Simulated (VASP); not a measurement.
# TaPb (Fm-3m) in VASP: a series of runs

The runs below take TaPb through single point, relaxation of cell and atoms, with PBE.

Everything below comes from runs of VASP 6.6.1. Logs are shortened: lines on timing, memory, paths and dates and some standing lists are left out, and cuts for length are marked.

## 1. The cell of the first run

Symmetry: Fm-3m, No. 225, cubic system. The conventional cell has a = 5.367 Å, b = 5.367 Å, c = 5.367 Å, α = 90.00°, β = 90.00°, γ = 90.00°. Within 3.5 Å of Ta (site symmetry m-3m) lie 6 Pb at 2.68 Å. Pb (site symmetry m-3m) has 6 Ta at 2.68 Å within 3.5 Å.

The cell was generated, and may not be a known phase.

## 2. Single point, PBE

Contents of INCAR:

```
SYSTEM = TaPb
PREC = Accurate
ENCUT = 520
EDIFF = 1E-6
ISMEAR = 0
SIGMA = 0.1
LREAL = .FALSE.
LASPH = .TRUE.
NELM = 60
ALGO = Fast
ISIF = 2
LWAVE = .FALSE.
LCHARG = .FALSE.
GGA = PE
NBANDS = 20
```

Contents of KPOINTS:

```
regular mesh
0
G
  6 6 6
  0 0 0
```

Contents of POSCAR:

```
TaPb
1.0
    0.0000000000      2.6836385200      2.6836385200
    2.6836385200      0.0000000000      2.6836385200
    2.6836385200      2.6836385200      0.0000000000
Ta Pb
1 1
Direct
    0.0000000000      0.0000000000      0.0000000000
    0.5000000000      0.5000000000      0.5000000000
```

Potentials or basis: VASP PAW PBE potentials, release 64 (Ta_pv, Pb_d).

Launch:

```console
$ cat potpaw_PBE.64/Ta_pv/POTCAR potpaw_PBE.64/Pb_d/POTCAR > POTCAR
$ mpirun -np 1 vasp_std > vasp.out
```

OUTCAR:

```text
SYSTEM = TaPb
   PREC = Accurate
   ENCUT = 520
   EDIFF = 1E-6
   ISMEAR = 0
   LREAL = .FALSE.
   LASPH = .TRUE.
   NELM = 60
   ISIF = 2
   GGA = PE

 ion  position               nearest neighbor table
   1  0.000  0.000  0.000-   2 2.68   2 2.68   2 2.68   2 2.68   2 2.68   2 2.68
   2  0.500  0.500  0.500-   1 2.68   1 2.68   1 2.68   1 2.68   1 2.68   1 2.68

  LATTYP: Found a face centered cubic cell.
 ALAT       =     5.3672770400

  Lattice vectors:

 A1 = (   0.0000000000,   2.6836385200,   2.6836385200)
 A2 = (   2.6836385200,   0.0000000000,   2.6836385200)
 A3 = (   2.6836385200,   2.6836385200,   0.0000000000)

Analysis of symmetry for initial positions (statically):
=====================================================================
 Subroutine PRICEL returns:
 Original cell was already a primitive cell.

 Routine SETGRP: Setting up the symmetry group for a
 face centered cubic supercell.

 Subroutine GETGRP returns: Found 48 space group operations
 (whereof 48 operations were pure point group operations)
 out of a pool of 48 trial point group operations.

The static configuration has the point symmetry O_h .

Analysis of symmetry for dynamics (positions and initial velocities):
=====================================================================
 Subroutine PRICEL returns:
 Original cell was already a primitive cell.

 Routine SETGRP: Setting up the symmetry group for a
 face centered cubic supercell.

 Subroutine GETGRP returns: Found 48 space group operations
 (whereof 48 operations were pure point group operations)
 out of a pool of 48 trial point group operations.

The dynamic configuration has the point symmetry O_h .

 Subroutine INISYM returns: Found 48 space group operations
 (whereof 48 operations are pure point group operations),
 and found     1 'primitive' translations

----------------------------------------------------------------------------------------

                                     Primitive cell

  volume of cell :      38.6547

  direct lattice vectors                    reciprocal lattice vectors
     0.000000000  2.683638520  2.683638520    -0.186314213  0.186314213  0.186314213
     2.683638520  0.000000000  2.683638520     0.186314213 -0.186314213  0.186314213
     2.683638520  2.683638520  0.000000000     0.186314213  0.186314213 -0.186314213

  length of vectors
     3.795237991  3.795237991  3.795237991     0.322705684  0.322705684  0.322705684

  position of ions in fractional coordinates (direct lattice)
     0.000000000  0.000000000  0.000000000
     0.500000000  0.500000000  0.500000000

  ion indices of the primitive-cell ions
   primitive index   ion index
                 1           1
                 2           2

----------------------------------------------------------------------------------------

 KPOINTS: regular mesh

Automatic generation of k-mesh.
 Grid dimensions read from file:
 generate k-points for:    6    6    6

 Generating k-lattice:

  Cartesian coordinates                     Fractional coordinates (reciprocal lattice)
    -0.031052369  0.031052369  0.031052369     0.166666667  0.000000000  0.000000000
     0.031052369 -0.031052369  0.031052369     0.000000000  0.166666667  0.000000000
     0.031052369  0.031052369 -0.031052369     0.000000000  0.000000000  0.166666667

  Length of vectors
     0.053784281  0.053784281  0.053784281

  Shift w.r.t. Gamma in fractional coordinates (k-lattice)
     0.000000000  0.000000000  0.000000000

 Subroutine IBZKPT returns following result:
 ===========================================

 Found     16 irreducible k-points:

 Following reciprocal coordinates:
            Coordinates               Weight
  0.000000  0.000000  0.000000      1.000000
  0.166667  0.000000  0.000000      8.000000
  0.333333  0.000000  0.000000      8.000000
  0.500000  0.000000  0.000000      4.000000
  0.166667  0.166667  0.000000      6.000000
  0.333333  0.166667  0.000000     24.000000
[... 8 lines left out ...]
 -0.333333  0.333333  0.166667     24.000000
 -0.333333  0.500000  0.166667     12.000000
   k-points           NKPTS =     16   k-points in BZ     NKDIM =     16   number of bands    NBANDS=     20
   number of dos      NEDOS =    301   number of ions     NIONS =      2
   total plane-waves  NPLWV =  21952
   dimension x,y,z NGX =    28 NGY =   28 NGZ =   28
   dimension x,y,z NGXF=    56 NGYF=   56 NGZF=   56
   ions per type =               1   1
   NGX,Y,Z   is equivalent  to a cutoff of  12.27, 12.27, 12.27 a.u.
   NGXF,Y,Z  is equivalent  to a cutoff of  24.53, 24.53, 24.53 a.u.
 SYSTEM =  TaPb
   PREC   = accura    normal or accurate (medium, high low for compatibility)
   ISTART =      0    job   : 0-new  1-cont  2-samecut
   ICHARG =      2    charge: 1-file 2-atom 10-const
   ISPIN  =      1    spin polarized calculation?
   LNONCOLLINEAR =      F non collinear calculations
   LSORBIT =      F    spin-orbit coupling
   LASPH  =      T    aspherical Exc in radial PAW
   ENCUT  =  520.0 eV  38.22 Ry    6.18 a.u.   7.06  7.06  7.06*2*pi/ulx,y,z
   NELM   =     60;   NELMIN=  2; NELMDL= -5     # of ELM steps
   EDIFF  = 0.1E-05   stopping-criterion for ELM
   LREAL  =      F    real-space projection
   EDIFFG = 0.1E-04   stopping-criterion for IOM
   NSW    =      0    number of steps for IOM
   IBRION =     -1    ionic relax: 0-MD 1-quasi-New 2-CG
   NFREE  =      0    steps in history (QN), initial steepest desc. (CG)
   ISIF   =      2    stress and relaxation
   ISYM   =      2    0-nonsym 1-usesym 2-fastsym
   POTIM  = 0.5000    time-step for ionic-motion
   TEBEG  =    0.0;   TEEND  =   0.0 temperature during run
   PSTRESS=    0.0 pullay stress
   NELECT =      25.0000    total number of electrons
   NUPDOWN=      -1.0000    fix difference up-down
   EMIN   =  10.00;   EMAX   =-10.00  energy-range for DOS
   EFERMI =   0.00;   METHOD = LEGACY
   ISMEAR =     0;   SIGMA  =   0.10  broadening in eV -4-tet -1-fermi 0-gaus
   EFERMI_NEDOS =   21; number of points for ismear=-14 and -15
   IALGO  =     68    algorithm
   IMIX   =      4    mixing-type and parameters
     AMIX     =   0.40;   BMIX     =  1.00
     AMIX_MAG =   1.60;   BMIX_MAG =  1.00
  volume/ion in A,a.u.               =      19.33       130.43
  Fermi-wavevector in a.u.,A,eV,Ry     =   1.415753  2.675385 27.270926  2.004357
  Thomas-Fermi vector in A             =   2.537159
   LORBIT       =      0    0 simple, 1 ext, 2 COOP (PROOUT), +10 PAW based schemes
   GGA     = PE    functional components
   LHFCALC =     F    Hartree Fock is set to
   AEXX    =    0.0000 exact exchange contribution
   IVDW    =     0    specifies the selected vdW correction
   LEPSILON=     F    determine dielectric tensor
   LRPA    =     F    only Hartree local field effects (RPA)
 non-spin polarized calculation
 RMM-DIIS sequential band-by-band and
 Gauss-broadening in eV      SIGMA  =   0.10
  energy-cutoff  :      520.00
  volume of cell :       38.65
 maximum number of plane-waves:      1056
   NGX = 15   NGY = 15   NGZ = 15

 number of electron      24.9999999 magnetization

 Free energy of the ion-electron system (eV)
  ---------------------------------------------------
  ext. energy  EPLUGINS =         0.00000000
  ---------------------------------------------------
  free energy    TOTEN  =       -12.19626768 eV

  energy without entropy =      -12.18590396  energy(sigma->0) =      -12.19108582

 E-fermi :   9.6501     XC(G=0): -12.3175

 val. band max:        9.6428863694   @ k =   0.5000   0.3333   0.1667
 cond. band min:       9.6684988403   @ k =  -0.3333   0.3333   0.0000
 fundamental gap:      0.0256124709
 Fermi energy:         9.6500614973

 k-point     1 :       0.0000    0.0000    0.0000
  band No.  band energies     occupation
      1     -25.5884      2.00000
      2     -25.5884      2.00000
      3     -25.5884      2.00000
      4      -8.0185      2.00000
      5      -8.0185      2.00000
      6      -7.7597      2.00000
[... 12 lines left out ...]
     19      17.4819      0.00000
     20      22.1537      0.00000

 k-point     2 :       0.1667    0.0000    0.0000
  band No.  band energies     occupation
      1     -25.6178      2.00000
      2     -25.5970      2.00000
      3     -25.5970      2.00000
      4      -7.9520      2.00000
      5      -7.9520      2.00000
      6      -7.7420      2.00000
[... 12 lines left out ...]
     19      18.9778      0.00000
     20      21.1519      0.00000

 k-point     3 :       0.3333    0.0000    0.0000
  band No.  band energies     occupation
      1     -25.6760      2.00000
      2     -25.6143      2.00000
      3     -25.6143      2.00000
      4      -7.8218      2.00000
      5      -7.8218      2.00000
      6      -7.7055      2.00000
[... 12 lines left out ...]
     19      19.4741      0.00000
     20      19.4754      0.00000

 k-point     4 :       0.5000    0.0000    0.0000
  band No.  band energies     occupation
      1     -25.7047      2.00000
      2     -25.6229      2.00000
      3     -25.6229      2.00000
      4      -7.7606      2.00000
      5      -7.7606      2.00000
      6      -7.6863      2.00000
[... 12 lines left out ...]
     19      19.8531      0.00000
     20      19.8532      0.00000

 k-point     5 :       0.1667    0.1667    0.0000
  band No.  band energies     occupation
      1     -25.6261      2.00000
      2     -25.5980      2.00000
      3     -25.5980      2.00000
      4      -7.9926      2.00000
      5      -7.9071      2.00000
      6      -7.7891      2.00000
[... 12 lines left out ...]
     19      18.6700      0.00000
     20      21.5890      0.00000
[... 169 lines left out ...]
      6      -7.8780      2.00000
[... 12 lines left out ...]
     19      21.2865      0.00000
     20      21.8572      0.00000

 k-point    14 :       0.5000    0.3333    0.1667
  band No.  band energies     occupation
      1     -25.6749      2.00000
      2     -25.6294      2.00000
      3     -25.6259      2.00000
      4      -7.9172      2.00000
      5      -7.8003      2.00000
      6      -7.7553      2.00000
[... 12 lines left out ...]
     19      19.7820      0.00000
     20      20.4395      0.00000

 k-point    15 :      -0.3333    0.3333    0.1667
  band No.  band energies     occupation
      1     -25.6730      2.00000
      2     -25.6454      2.00000
      3     -25.6324      2.00000
      4      -7.9237      2.00000
      5      -7.7750      2.00000
      6      -7.6756      2.00000
[... 12 lines left out ...]
     19      20.8494      0.00000
     20      21.8410      0.00000

 k-point    16 :      -0.3333    0.5000    0.1667
  band No.  band energies     occupation
      1     -25.6661      2.00000
      2     -25.6402      2.00000
      3     -25.6393      2.00000
      4      -7.9810      2.00000
      5      -7.8193      2.00000
      6      -7.7757      2.00000
[... 12 lines left out ...]
     19      20.9522      0.00000
     20      21.8548      0.00000

------------------------ aborting loop because EDIFF is reached ----------------------------------------

  FORCE on cell =-STRESS in cart. coord.  units (eV):
  Direction    XX          YY          ZZ          XY          YZ          ZX
  --------------------------------------------------------------------------------------
  -------------------------------------------------------------------------------------
  Total        9.0212611      9.0212611      9.0212611      0.0000000     -0.0000000     -0.0000000
  in kB      373.9174988    373.9174988    373.9174988      0.0000000     -0.0000000     -0.0000000
  external PRESSURE =     373.9174988 kB  Pullay stress =       0.0000000 kB

 VOLUME and BASIS-vectors are now :
 -----------------------------------------------------------------------------
  energy-cutoff  :      520.00
  volume of cell :       38.65
      direct lattice vectors                 reciprocal lattice vectors
     0.000000000  2.683638520  2.683638520    -0.186314213  0.186314213  0.186314213
     2.683638520  0.000000000  2.683638520     0.186314213 -0.186314213  0.186314213
     2.683638520  2.683638520  0.000000000     0.186314213  0.186314213 -0.186314213

 POSITION                                       TOTAL-FORCE (eV/Angst)
 -----------------------------------------------------------------------------------
      0.00000      0.00000      0.00000         0.000000     -0.000000     -0.000000
      2.68364      2.68364      2.68364        -0.000000      0.000000      0.000000
 -----------------------------------------------------------------------------------
    total drift:                                0.000000      0.000000      0.000000

  FREE ENERGIE OF THE ION-ELECTRON SYSTEM (eV)
  ---------------------------------------------------
  free  energy   TOTEN  =       -12.1962676766 eV

  energy  without entropy=      -12.1859039584  energy(sigma->0) =      -12.19108582
```

Wall time 29 s (1 thread of Intel Xeon 8259CL, shared host); peak memory 0.16 GiB.

What came out:

```
Free energy            : -12.1963 eV
Pressure               : 37.4 GPa
Band gap on the k mesh : zero (an odd number of electrons rules out a gap without spin polarisation)
```

Caveat: the cell stands under pressure; spin-orbit coupling is left out, which moves the levels of the heavy elements.

(Part 1 of 2 ends here.)

The gap in the log of VASP goes by the Fermi energy; the results here count the filled bands.